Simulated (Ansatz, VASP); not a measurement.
Rb: VASP beside Ansatz

The input INCAR:

```
SYSTEM = Rb
  PREC = Accurate
  ENCUT = 600
  EDIFF = 1E-7
  ISMEAR = 0
  SIGMA = 0.1
  LREAL = .FALSE.
  LASPH = .TRUE.
  NELM = 60
  ALGO = Normal
  ISIF = 3
  LWAVE = .FALSE.
  LCHARG = .FALSE.
  GGA = PS
  IVDW = 12
  IBRION = 2
  NSW = 80
  EDIFFG = -0.01
```

The input KPOINTS:

```
Automatic mesh
0
G
  5 5 5
  0 0 0
```

File POSCAR:

```
Rb
1.0
    4.9915730000      0.0000000000      0.0000000000
   -2.0035305509      4.5718340243      0.0000000000
   -1.4940214929     -2.2859174227      4.1783109422
Rb
1
Direct
    0.0000000000      0.0000000000      0.0000000000
```

Input for Ansatz:

```yaml
crystal:
  lattice:
    - [4.991573, 0.0, 0.0]
    - [-2.0035305509289056, 4.5718340243083535, 0.0]
    - [-1.4940214928724684, -2.285917422721258, 4.178310942194647]
  atoms:
    - { symbol: Rb, position: [0.0, 0.0, 0.0] }
accuracy: medium
basis:
  ecutwfc: 530.622031796766
kpoints:
  mp_grid:
    grid: [5, 5, 5]
    shift: [0.0, 0.0, 0.0]
hamiltonian:
  xc: pbesol
  dispersion: d3bj
scf:
  max_iter: 100
  convergence:
    dr2_threshold: 1.0e-08
  mixing:
    algorithm: msr1
    beta: 0.1
  occupations:
    method: gaussian
relax:
  cell: {}
```

Alike in both runs: task relaxation of cell and atoms; functional PBEsol; dispersion D3(BJ); k mesh 5 × 5 × 5; no spin polarisation.

|  | VASP | Ansatz |
| --- | --- | --- |
| version | VASP 6.6.1 | Ansatz 0.2.0 |
| potentials or method | VASP PAW PBE potentials, release 64 (Rb_sv), cutoff 600 eV | plane waves, PAW |
| occupations | gaussian, width 0.1 eV | gaussian |
| valence electrons in the cell | 9 | 9 |

|  | VASP | Ansatz | Ansatz less VASP |
| --- | --- | --- | --- |
| relaxed volume (Å³/atom) | 78.62 | 78.95 | +0.329 |
| relaxed cell length with the largest relative difference (Å) | 4.684 | 4.690 | +0.0061 |

VASP's potentials were made for PBE, not for PBEsol. Ansatz's warnings: stress scf threshold loose.

Noted on VASP's run: the volume moved by over 15 % at a fixed basis, so the end points are rough.
